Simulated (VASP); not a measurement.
# Au: single point with PBEsol

The system is Au.

```
Au
1.0
    -1.62134    1.62134    1.62134
     1.62134   -1.62134    1.62134
     1.62134    1.62134   -1.62134
Au
1
Direct
  0.00000 0.00000 0.00000
```

```yaml
Program: VASP 6.6.1
Task: single point
Functional: PBEsol
Potentials_or_basis: VASP PAW PBE potentials, release 64 (Au)
Cutoff: 520 eV
k_mesh: 18 × 18 × 18
Occupations: fermi-dirac, width 0.1 eV
Spin: no spin polarisation
```

| Property | Result |
| --- | --- |
| Pressure | -0.3 GPa |

Levels at points of the mesh, in eV from the Fermi level:
| k point | band 2 | band 3 | band 4 | band 5 | band 6 | band 7 | band 8 | band 9 | band 10 | band 11 |
| --- | --- | --- | --- | --- | --- | --- | --- | --- | --- | --- |
| (0.00, 0.00, 0.00) | -4.88 | -4.88 | -4.88 | -2.93 | -2.93 | 16.48 | 16.48 | 16.48 | 24.29 | 24.29 |
| (0.50, 0.00, 0.00) | -5.98 | -3.07 | -2.72 | -1.37 | -0.71 | 3.54 | 12.33 | 13.87 | 21.81 | 22.18 |
| (0.50, 0.50, 0.50) | -6.85 | -1.76 | -1.76 | -1.76 | 6.24 | 6.24 | 6.24 | 9.68 | 15.99 | 15.99 |

Wall time 20 s on 1 thread of Intel(R) Xeon(R) Platinum 8488C (Sapphire Rapids), on a shared host, peak memory 0.17 GiB.

Caveat: the PAW data sets were made with another functional, which shifts forces and pressure a little; spin-orbit coupling is left out, which moves the levels of the heavy elements.
